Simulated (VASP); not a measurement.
## ZnO: single point with LDA

Crystal: ZnO.

```
CELL_PARAMETERS angstrom
2.62602 0.00000 0.00000
0.00000 2.62602 0.00000
0.00000 0.00000 2.62602
ATOMIC_POSITIONS crystal
Zn 0.00000 0.00000 0.00000
O 0.50000 0.50000 0.50000
```

- Program: VASP 6.6.1
- Task: single point
- Functional: LDA
- Potentials or basis: VASP PAW LDA potentials, release 64 (Zn, O)
- Cutoff: 520 eV
- k mesh: 6 × 6 × 6
- Occupations: gaussian, width 0.05 eV
- Spin: no spin polarisation

```json
{
  "Pressure": "-1.6 GPa",
  "Band gap on the k mesh": "zero (band 9 reaches 3.57 eV, above the bottom of band 10 at 3.09 eV)"
}
```

Levels at points of the mesh, in eV from the Fermi level:
```tsv
k point	band 7	band 8	band 9	band 10	band 11	band 12
(0.00, 0.00, 0.00)	-1.41	-1.41	-1.41	-0.52	14.30	14.30
(0.50, 0.00, 0.00)	-4.65	-0.04	-0.04	5.30	6.88	15.94
(0.50, 0.50, 0.00)	-5.41	-5.22	-0.25	2.61	10.39	10.39
(0.50, 0.50, 0.50)	-1.46	-1.46	-1.46	5.31	5.31	5.31
```

Wall time 9.2 s on 1 thread of Intel Xeon 8259CL, on a shared host, peak memory 0.12 GiB.

Caveat: the k points lie up to 0.40 Å⁻¹ apart.
